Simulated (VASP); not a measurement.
# Be (P6_3/mmc) in VASP: further runs

Runs on Be. Level: PBEsol. Tasks: single point.

All numbers are computed with VASP 6.6.1; they aren't measurements. Logs are shortened: lines on timing, memory, paths and dates and some standing lists are left out, and cuts for length are marked.

## (1) The cell of the first run

The structure is hexagonal, space group P6_3/mmc (No. 194). Conventional cell: a = 2.364 Å, b = 2.364 Å, c = 3.406 Å, α = 90.00°, β = 90.00°, γ = 120.00°. Within 2.9 Å of Be (site symmetry -6m2) lie 12 Be at 2.18 to 2.36 Å.

## (2) Single point, PBEsol

Contents of INCAR:

```
PREC = Accurate ; ENCUT = 520
EDIFF = 1E-6 ; ISMEAR = 0
SIGMA = 0.15 ; LREAL = F
LASPH = T ; NELM = 80
ALGO = Normal ; ISIF = 2
LWAVE = F ; LCHARG = F
GGA = PS ; NBANDS = 9
```

Contents of KPOINTS:

```
Automatic mesh
0
Gamma
  24 24 14
```

Contents of POSCAR:

```
Be
1.0
    2.3643105112      0.0000000000      0.0000000000
   -1.1821552556      2.0475529651      0.0000000000
    0.0000000000      0.0000000000      3.4061958257
Be
2
Direct
    0.3333333333      0.6666666667      0.2500000000
    0.6666666667      0.3333333333      0.7500000000
```

Potentials or basis: VASP PAW PBE potentials, release 64 (Be).

On the command line:

```sh
$ cat potpaw_PBE.64/Be/POTCAR > POTCAR
$ mpirun -np 1 vasp_std > vasp.out
```

OUTCAR:

```text
PREC = Accurate
   ENCUT = 520
   EDIFF = 1E-6
   ISMEAR = 0
   LREAL = F
   LASPH = T
   NELM = 80
   ISIF = 2
   GGA = PS

 ion  position               nearest neighbor table
   1  0.333  0.667  0.250-   2 2.18   2 2.18   2 2.18   2 2.18   2 2.18   2 2.18
   2  0.667  0.333  0.750-   1 2.18   1 2.18   1 2.18   1 2.18   1 2.18   1 2.18

  LATTYP: Found a hexagonal cell.
 ALAT       =     2.3643105112
 C/A-ratio  =     1.4406719462

  Lattice vectors:

 A1 = (   2.3643105112,   0.0000000000,   0.0000000000)
 A2 = (  -1.1821552556,   2.0475529651,   0.0000000000)
 A3 = (   0.0000000000,   0.0000000000,   3.4061958257)

Analysis of symmetry for initial positions (statically):
=====================================================================
 Subroutine PRICEL returns:
 Original cell was already a primitive cell.

 Routine SETGRP: Setting up the symmetry group for a
 hexagonal supercell.

 Subroutine GETGRP returns: Found 24 space group operations
 (whereof 12 operations were pure point group operations)
 out of a pool of 24 trial point group operations.

The static configuration has the point symmetry D_3d.
 The point group associated with its full space group is D_6h.

Analysis of symmetry for dynamics (positions and initial velocities):
=====================================================================
 Subroutine PRICEL returns:
 Original cell was already a primitive cell.

 Routine SETGRP: Setting up the symmetry group for a
 hexagonal supercell.

 Subroutine GETGRP returns: Found 24 space group operations
 (whereof 12 operations were pure point group operations)
 out of a pool of 24 trial point group operations.

The dynamic configuration has the point symmetry D_3d.
 The point group associated with its full space group is D_6h.

 Subroutine INISYM returns: Found 24 space group operations
 (whereof 12 operations are pure point group operations),
 and found     1 'primitive' translations

----------------------------------------------------------------------------------------

                                     Primitive cell

  volume of cell :      16.4896

  direct lattice vectors                    reciprocal lattice vectors
     2.364310511  0.000000000  0.000000000     0.422956289  0.244193927  0.000000000
    -1.182155256  2.047552965  0.000000000     0.000000000  0.488387855  0.000000000
     0.000000000  0.000000000  3.406195826     0.000000000  0.000000000  0.293582651

  length of vectors
     2.364310511  2.364310511  3.406195826     0.488387855  0.488387855  0.293582651

  position of ions in fractional coordinates (direct lattice)
     0.333333333  0.666666667  0.250000000
     0.666666667  0.333333333  0.750000000

  ion indices of the primitive-cell ions
   primitive index   ion index
                 1           1
                 2           2

----------------------------------------------------------------------------------------

 KPOINTS: Automatic mesh

Automatic generation of k-mesh.
 Grid dimensions read from file:
 generate k-points for:   24   24   14

 Generating k-lattice:

  Cartesian coordinates                     Fractional coordinates (reciprocal lattice)
     0.017623179  0.010174747  0.000000000     0.041666667  0.000000000  0.000000000
     0.000000000  0.020349494  0.000000000     0.000000000  0.041666667  0.000000000
     0.000000000  0.000000000  0.020970189     0.000000000  0.000000000  0.071428571

  Length of vectors
     0.020349494  0.020349494  0.020970189

  Shift w.r.t. Gamma in fractional coordinates (k-lattice)
     0.000000000  0.000000000  0.000000000

 Subroutine IBZKPT returns following result:
 ===========================================

 Found    488 irreducible k-points:

 Following reciprocal coordinates:
            Coordinates               Weight
  0.000000  0.000000  0.000000      1.000000
  0.041667  0.000000  0.000000      6.000000
  0.083333  0.000000  0.000000      6.000000
  0.125000  0.000000  0.000000      6.000000
  0.166667  0.000000  0.000000      6.000000
  0.208333 -0.000000  0.000000      6.000000
[... 16 lines left out ...]
  0.416667  0.041667  0.000000     12.000000
  0.458333  0.041667  0.000000     12.000000
 [... further k-points ...]
   k-points           NKPTS =    488   k-points in BZ     NKDIM =    488   number of bands    NBANDS=      9
   number of dos      NEDOS =    301   number of ions     NIONS =      2
   total plane-waves  NPLWV =   9072
   dimension x,y,z NGX =    18 NGY =   18 NGZ =   28
   dimension x,y,z NGXF=    36 NGYF=   36 NGZF=   56
   ions per type =               2
   NGX,Y,Z   is equivalent  to a cutoff of  12.66, 12.66, 13.67 a.u.
   NGXF,Y,Z  is equivalent  to a cutoff of  25.31, 25.31, 27.33 a.u.
 SYSTEM =  unknown system
   PREC   = accura    normal or accurate (medium, high low for compatibility)
   ISTART =      0    job   : 0-new  1-cont  2-samecut
   ICHARG =      2    charge: 1-file 2-atom 10-const
   ISPIN  =      1    spin polarized calculation?
   LNONCOLLINEAR =      F non collinear calculations
   LSORBIT =      F    spin-orbit coupling
   LASPH  =      T    aspherical Exc in radial PAW
   ENCUT  =  520.0 eV  38.22 Ry    6.18 a.u.   4.40  4.40  6.33*2*pi/ulx,y,z
   NELM   =     80;   NELMIN=  2; NELMDL= -5     # of ELM steps
   EDIFF  = 0.1E-05   stopping-criterion for ELM
   LREAL  =      F    real-space projection
   EDIFFG = 0.1E-04   stopping-criterion for IOM
   NSW    =      0    number of steps for IOM
   IBRION =     -1    ionic relax: 0-MD 1-quasi-New 2-CG
   NFREE  =      0    steps in history (QN), initial steepest desc. (CG)
   ISIF   =      2    stress and relaxation
   ISYM   =      2    0-nonsym 1-usesym 2-fastsym
   POTIM  = 0.5000    time-step for ionic-motion
   TEBEG  =    0.0;   TEEND  =   0.0 temperature during run
   PSTRESS=    0.0 pullay stress
   NELECT =       4.0000    total number of electrons
   NUPDOWN=      -1.0000    fix difference up-down
   EMIN   =  10.00;   EMAX   =-10.00  energy-range for DOS
   EFERMI =   0.00;   METHOD = LEGACY
   ISMEAR =     0;   SIGMA  =   0.15  broadening in eV -4-tet -1-fermi 0-gaus
   EFERMI_NEDOS =   21; number of points for ismear=-14 and -15
   IALGO  =     38    algorithm
   IMIX   =      4    mixing-type and parameters
     AMIX     =   0.40;   BMIX     =  1.00
     AMIX_MAG =   1.60;   BMIX_MAG =  1.00
  volume/ion in A,a.u.               =       8.24        55.64
  Fermi-wavevector in a.u.,A,eV,Ry     =   1.020998  1.929407 14.183227  1.042438
  Thomas-Fermi vector in A             =   2.154599
   LORBIT       =      0    0 simple, 1 ext, 2 COOP (PROOUT), +10 PAW based schemes
   GGA     = PS    functional components
   LHFCALC =     F    Hartree Fock is set to
   AEXX    =    0.0000 exact exchange contribution
   IVDW    =     0    specifies the selected vdW correction
   LEPSILON=     F    determine dielectric tensor
   LRPA    =     F    only Hartree local field effects (RPA)
 non-spin polarized calculation
 Gauss-broadening in eV      SIGMA  =   0.15
  energy-cutoff  :      520.00
  volume of cell :       16.49
 maximum number of plane-waves:       468
 NGX is ok and might be reduce to    18

 number of electron       4.0000000 magnetization

 Free energy of the ion-electron system (eV)
  ---------------------------------------------------
  ext. energy  EPLUGINS =         0.00000000
  ---------------------------------------------------
  free energy    TOTEN  =        -7.90592923 eV

  energy without entropy =       -7.90483550  energy(sigma->0) =       -7.90538237

 E-fermi :   6.5080     XC(G=0): -10.4669

 val. band max:        6.4454193244   @ k =   0.2917   0.1250   0.0714
 cond. band min:       6.5469152407   @ k =   0.2917   0.2917   0.2857
 fundamental gap:      0.1014959163
 Fermi energy:         6.5079528661

 k-point     1 :       0.0000    0.0000    0.0000
  band No.  band energies     occupation
      1      -4.4332      2.00000
      2       3.2538      2.00000
      3       9.1990      0.00000
      4      20.4272      0.00000
      5      20.4272      0.00000
      6      23.6479      0.00000
      7      23.6479      0.00000
      8      28.1747      0.00000
      9      31.6010      0.00000

 k-point     2 :       0.0417    0.0000    0.0000
  band No.  band energies     occupation
      1      -4.3869      2.00000
      2       3.3133      2.00000
      3       9.2052      0.00000
      4      20.0539      0.00000
      5      20.1283      0.00000
      6      23.6862      0.00000
      7      23.8768      0.00000
      8      27.9854      0.00000
      9      30.8944      0.00000

 k-point     3 :       0.0833    0.0000    0.0000
  band No.  band energies     occupation
      1      -4.2481      2.00000
      2       3.4916      2.00000
      3       9.2202      0.00000
      4      19.0758      0.00000
      5      19.4427      0.00000
      6      23.7667      0.00000
      7      24.3244      0.00000
      8      27.4173      0.00000
      9      29.6448      0.00000

 k-point     4 :       0.1250    0.0000    0.0000
  band No.  band energies     occupation
      1      -4.0166      2.00000
      2       3.7885      2.00000
      3       9.2314      0.00000
      4      17.7614      0.00000
      5      18.6335      0.00000
      6      23.8493      0.00000
      7      24.6732      0.00000
      8      26.4763      0.00000
      9      28.1651      0.00000
[... 205 lines left out ...]
 k-point    22 :       0.3750    0.0417    0.0000
  band No.  band energies     occupation
      1      -0.2432      2.00000
      2       5.4654      2.00000
      3       8.5021      0.00000
      4      13.2366      0.00000
      5      14.6068      0.00000
      6      16.1065      0.00000
      7      18.9543      0.00000
      8      23.4204      0.00000
      9      24.7531      0.00000

 k-point    23 :       0.4167    0.0417    0.0000
  band No.  band energies     occupation
      1       0.6210      2.00000
      2       4.3317      2.00000
      3       9.5186      0.00000
      4      13.5249      0.00000
      5      14.3937      0.00000
      6      14.6801      0.00000
      7      18.1138      0.00000
      8      23.2649      0.00000
      9      24.7867      0.00000

 k-point    24 :       0.4583    0.0417    0.0000
  band No.  band energies     occupation
      1       1.3953      2.00000
      2       3.4130      2.00000
      3      10.3443      0.00000
      4      13.6469      0.00000
      5      13.7417      0.00000
      6      14.2922      0.00000
      7      17.6222      0.00000
      8      23.1849      0.00000
      9      24.8052      0.00000

 [... further k-points ...]

------------------------ aborting loop because EDIFF is reached ----------------------------------------

  FORCE on cell =-STRESS in cart. coord.  units (eV):
  Direction    XX          YY          ZZ          XY          YZ          ZX
  --------------------------------------------------------------------------------------
  -------------------------------------------------------------------------------------
  Total       -1.2437937     -1.2437937      1.3469170      0.0000000     -0.0000000     -0.0000000
  in kB     -120.8508394   -120.8508394    130.8706115      0.0000000     -0.0000000     -0.0000000
  external PRESSURE =     -36.9436891 kB  Pullay stress =       0.0000000 kB

 VOLUME and BASIS-vectors are now :
 -----------------------------------------------------------------------------
  energy-cutoff  :      520.00
  volume of cell :       16.49
      direct lattice vectors                 reciprocal lattice vectors
     2.364310511  0.000000000  0.000000000     0.422956289  0.244193927  0.000000000
    -1.182155256  2.047552965  0.000000000     0.000000000  0.488387855  0.000000000
     0.000000000  0.000000000  3.406195826     0.000000000  0.000000000  0.293582651

 POSITION                                       TOTAL-FORCE (eV/Angst)
 -----------------------------------------------------------------------------------
     -0.00000      1.36504      0.85155        -0.000000      0.000000      0.000000
      1.18216      0.68252      2.55465         0.000000     -0.000000      0.000000
 -----------------------------------------------------------------------------------
    total drift:                                0.000000     -0.000000      0.000000

  FREE ENERGIE OF THE ION-ELECTRON SYSTEM (eV)
  ---------------------------------------------------
  free  energy   TOTEN  =        -7.9059292303 eV

  energy  without entropy=       -7.9048355006  energy(sigma->0) =       -7.90538237
```

Wall time 40 s (1 thread of Intel Xeon Platinum 8259CL at 2.50GHz (Skylake/Cascade Lake), shared host); peak memory 0.17 GiB.

What came out:

```
Free energy            : -7.9059 eV
Pressure               : -3.7 GPa
Band gap on the k mesh : zero (band 2 reaches 7.69 eV, above the bottom of band 3 at 5.16 eV)
```

Caveat: the PAW data sets were made with another functional, which shifts forces and pressure a little.

## (3) Single point, PBEsol

This run uses another cell than the first one, of the same volume but with other edges.

Contents of INCAR:

```
SYSTEM = Be
PREC = Accurate
ENCUT = 520
EDIFF = 1E-6
ISMEAR = 0
SIGMA = 0.15
LREAL = .FALSE.
LASPH = .TRUE.
NELM = 100
ALGO = Normal
ISIF = 2
LWAVE = .FALSE.
LCHARG = .TRUE.
GGA = PS
LELF = .TRUE.
LVHAR = .TRUE.
NBANDS = 9
```

Contents of KPOINTS:

```
regular mesh
0
G
  24 24 14
  0 0 0
```

Contents of POSCAR:

```
Be
1.0
    2.2275949623      0.0000000000      0.0000000000
   -1.1137974812      1.9291538267      0.0000000000
    0.0000000000      0.0000000000      3.8371270944
Be
2
Direct
    0.3333333333      0.6666666667      0.2500000000
    0.6666666667      0.3333333333      0.7500000000
```

Potentials or basis: VASP PAW PBE potentials, release 64 (Be).

On the command line:

```sh
$ cat potpaw_PBE.64/Be/POTCAR > POTCAR
$ mpirun -np 1 vasp_std > vasp.out
```

Wall time 45 s (1 thread of Intel Xeon Platinum 8259CL at 2.50GHz (Skylake/Cascade Lake), shared host); peak memory 0.17 GiB.

Results (log left out):

* Free energy: -7.9000 eV
* Pressure: -4.5 GPa
* Band gap on the k mesh: zero (band 2 reaches 7.47 eV, above the bottom of band 3 at 6.05 eV)

Stress tensor (GPa, compression positive):
```
  2.84   0.00   0.00
  0.00   2.84   0.00
  0.00   0.00 -19.27
```

Levels at points of the mesh, in eV from the Fermi level:
```csv
k point,band 1,band 2,band 3,band 4,band 5,band 6
"(0.00, 0.00, 0.00)",-11.12,-5.05,-0.47,17.25,17.25,17.88
"(0.50, 0.00, 0.00)",-4.58,-2.76,3.47,5.56,6.07,9.17
"(0.00, 0.00, 0.50)",-9.22,-9.22,7.90,7.90,18.50,18.50
"(0.50, 0.00, 0.50)",-3.39,-3.39,1.76,1.76,12.68,12.68
```

Caveat: the PAW data sets were made with another functional, which shifts forces and pressure a little.

## (4) Single point, PBEsol

This run uses another cell than the first one, of the same volume but with other edges.

Contents of INCAR:

```
SYSTEM = Be
PREC     = Accurate       ! precision mode
ENCUT    = 520            ! plane-wave cutoff, eV
EDIFF    = 1E-7           ! SCF threshold, eV
ISMEAR   = 0              ! smearing method
SIGMA    = 0.15           ! smearing width, eV
LREAL    = .False.        ! projectors in reciprocal space
LASPH    = .True.         ! aspherical terms in the spheres
NELM     = 60             ! most SCF steps
ALGO     = Normal         ! electronic algorithm
ISIF     = 2              ! what is computed and relaxed
LWAVE    = .False.        ! write WAVECAR
LCHARG   = .False.        ! write CHGCAR
GGA      = PS             ! functional
NBANDS   = 9              ! bands
```

Contents of KPOINTS:

```
regular mesh
0
Gamma
  24 24 14
  0 0 0
```

Contents of POSCAR:

```
Be
1.0
    2.3310059269      0.0000000000      0.0000000000
   -1.1655029635      2.0187103491      0.0000000000
    0.0000000000      0.0000000000      3.5042241865
Be
2
Direct
    0.3333333333      0.6666666667      0.2500000000
    0.6666666667      0.3333333333      0.7500000000
```

On the command line:

```sh
$ cat potpaw_PBE.64/Be/POTCAR > POTCAR
$ mpirun -np 1 vasp_std > vasp.out
```

Wall time 42 s (1 thread of Intel Xeon Platinum 8259CL at 2.50GHz (Skylake/Cascade Lake), shared host); peak memory 0.17 GiB.

It converged, with:

```
Free energy            : -7.9617 eV
Pressure               : -4.7 GPa
Band gap on the k mesh : zero (band 2 reaches 7.59 eV, above the bottom of band 3 at 5.38 eV)
```

Stress tensor (GPa, compression positive):
```
-9.08  0.00  0.00
 0.00 -9.08  0.00
 0.00  0.00  4.00
```

Levels at points of the mesh, in eV from the Fermi level:
| k point | band 1 | band 2 | band 3 | band 4 | band 5 |
| --- | --- | --- | --- | --- | --- |
| (0.00, 0.00, 0.00) | -10.97 | -3.73 | 1.92 | 14.71 | 14.71 |
| (0.50, 0.00, 0.00) | -4.89 | -3.14 | 3.77 | 6.68 | 7.18 |
| (0.00, 0.00, 0.50) | -8.72 | -8.72 | 11.87 | 11.87 | 16.50 |
| (0.50, 0.00, 0.50) | -3.44 | -3.44 | 1.47 | 1.47 | 11.27 |

Caveat: the PAW data sets were made with another functional, which shifts forces and pressure a little.

(Continued in part 2 of 2.)
